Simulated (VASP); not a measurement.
Wanted: the native input for a VASP 6.6.1 run.

| Quantity | Value |
| --- | --- |
| Task | relaxation of cell and atoms |
| Functional | r2SCAN |
| Potentials or basis | VASP PAW PBE potentials, release 64 (Ca_sv, O) |
| Cutoff | 600 eV |
| k mesh | 8 × 8 × 8 |
| Occupations | gaussian, width 0.01 eV |
| Spin | no spin polarisation |
| Target pressure | 7 GPa |
| Dipole correction | no |
| Further INCAR settings | ALGO = Normal; EDIFF = 1e-06; IBRION = 2; EDIFFG = -0.002; NSW = 100; ISIF = 3 |

The system is CaO.

```
CELL_PARAMETERS angstrom
2.39744 2.39744 0.00000
-2.39744 2.39744 0.00000
0.00000 2.39744 2.39744
ATOMIC_POSITIONS crystal
Ca 0.00000 0.00000 0.00000
O 0.50000 0.50000 0.00000
```

These files were run (other wordings do the same):

POSCAR

```
CaO
1.0
    2.3974414048      2.3974414048      0.0000000000
   -2.3974414048      2.3974414048      0.0000000000
    0.0000000000      2.3974414048      2.3974414048
Ca O
1 1
Direct
    0.0000000000      0.0000000000      0.0000000000
    0.5000000000      0.5000000000      0.0000000000
```

INCAR.step1

```
PREC = Accurate
ENCUT = 600
ISMEAR = 0
SIGMA = 0.01
LREAL = F
LASPH = T
NELM = 100
GGA = PE
ALGO = Normal
EDIFF = 1E-4
LWAVE = T
LCHARG = F
```

INCAR.step2

```
PREC = Accurate
ENCUT = 600
EDIFF = 1E-6
ISMEAR = 0
SIGMA = 0.01
LREAL = F
LASPH = T
NELM = 100
ALGO = Normal
ISIF = 3
LWAVE = F
LCHARG = F
METAGGA = R2SCAN
LMIXTAU = T
IBRION = 2
NSW = 100
EDIFFG = -0.002
PSTRESS = 70.0
ISTART = 1
```

KPOINTS

```
regular mesh
0
Gamma
  8 8 8
```

Potentials or basis: VASP PAW PBE potentials, release 64 (Ca_sv, O).

The run is started by

```console
$ cat potpaw_PBE.64/Ca_sv/POTCAR potpaw_PBE.64/O/POTCAR > POTCAR
$ cp INCAR.step1 INCAR
$ mpirun -np 1 vasp_std > vasp.out
$ cp INCAR.step2 INCAR
$ mpirun -np 1 vasp_std > vasp.out
```

Results of the run:

```
Relaxed volume                                             : 13.17 Å³/atom
Relaxed cell                                               : a = 3.339 Å, b = 3.339 Å, c = 3.339 Å, α = 60.00°, β = 60.00°, γ = 90.00°
Space group after relaxing (to 0.1 Å)                      : Fm-3m (No. 225)
Energy change on relaxing (the run minimises the enthalpy) : +14.7 meV/atom
Ionic steps                                                : 3
Pressure after relaxing                                    : 7.0 GPa
Band gap on the k mesh                                     : 4.17 eV (least direct gap 4.53 eV)
```

Caveat: the cell is relaxed towards a set pressure, so the run minimises the enthalpy, not the energy; the PAW data sets were made with another functional, which shifts forces and pressure a little.

It took 68 s on 1 thread of Intel(R) Xeon(R) 6975P-C (Granite Rapids) (shared host), peak memory 0.18 GiB.
